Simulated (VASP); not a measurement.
Here is a VASP 6.6.1 calculation.

Contents of INCAR:

```
SYSTEM = TiB2
  PREC = Accurate
  ENCUT = 520
  EDIFF = 1E-6
  ISMEAR = 1
  SIGMA = 0.15
  LREAL = .FALSE.
  LASPH = .TRUE.
  NELM = 100
  ALGO = Normal
  ISIF = 2
  LWAVE = .FALSE.
  LCHARG = .TRUE.
  GGA = PE
  LELF = .TRUE.
  LVHAR = .TRUE.
  NBANDS = 16
```

File KPOINTS:

```
Automatic mesh
0
G
  10 10 9
  0 0 0
```

The input POSCAR:

```
TiB2
1.0
    3.0292000000      0.0000000000      0.0000000000
   -1.5146000000      2.6233641531      0.0000000000
    0.0000000000      0.0000000000      3.2284000000
Ti B
1 2
Direct
    0.0000000000      0.0000000000      0.0000000000
    0.3333333333      0.6666666667      0.5000000000
    0.6666666667      0.3333333333      0.5000000000
```

Potentials or basis: VASP PAW PBE potentials, release 64 (Ti_sv, B).

Command:

```console
$ cat potpaw_PBE.64/Ti_sv/POTCAR potpaw_PBE.64/B/POTCAR > POTCAR
$ mpirun -np 1 vasp_std > vasp.out
```

Estimate the band gap on the k mesh.

zero (band 9 reaches 10.19 eV, above the bottom of band 10 at 9.83 eV).

Predict the pressure.

0.5 GPa.

Stress tensor (GPa, compression positive):
```
0.62 0.00 0.00
0.00 0.62 0.00
0.00 0.00 0.25
```
